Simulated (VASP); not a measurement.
Hf: single point with PBE

Crystal: Hf.

```
Hf
1.0
     3.20451    0.00000    0.00000
    -1.60225    2.77518    0.00000
     0.00000    0.00000    5.07382
Hf
2
Direct
  0.33333 0.66667 0.25000
  0.66667 0.33333 0.75000
```

- Program: VASP 6.6.1
- Task: single point
- Functional: PBE
- Potentials or basis: VASP PAW PBE potentials, release 64 (Hf_pv)
- Cutoff: 520 eV
- k mesh: 11 × 11 × 6
- Occupations: fermi-dirac, width 0.3 eV
- Spin: no spin polarisation
- Dipole correction: no
- Further INCAR settings: ALGO = Normal; EDIFF = 1e-06; NBANDS = 17

```yaml
Pressure: 0.6 GPa
Band_gap_on_the_k_mesh: zero (band 10 reaches 6.04 eV, above the bottom of band 11 at 4.56 eV)
```

Stress tensor (GPa, compression positive):
```
0.11 0.00 0.00
0.00 0.11 0.00
0.00 0.00 1.55
```

Levels at points of the mesh, in eV from the Fermi level:
```csv
k point,band 6,band 7,band 8,band 9,band 10,band 11,band 12,band 13,band 14,band 15
"(0.00, 0.00, 0.00)",-30.11,-7.27,-3.61,0.70,1.26,1.26,1.55,2.07,2.07,2.73
"(0.00, 0.00, 0.50)",-30.19,-5.31,-5.31,0.24,0.24,1.16,1.16,1.16,1.16,4.86
```

Wall time 49 s on 1 thread of Intel Xeon 8259CL, on a shared host, peak memory 0.18 GiB.

Caveat: spin-orbit coupling is left out, which moves the levels of the heavy elements.
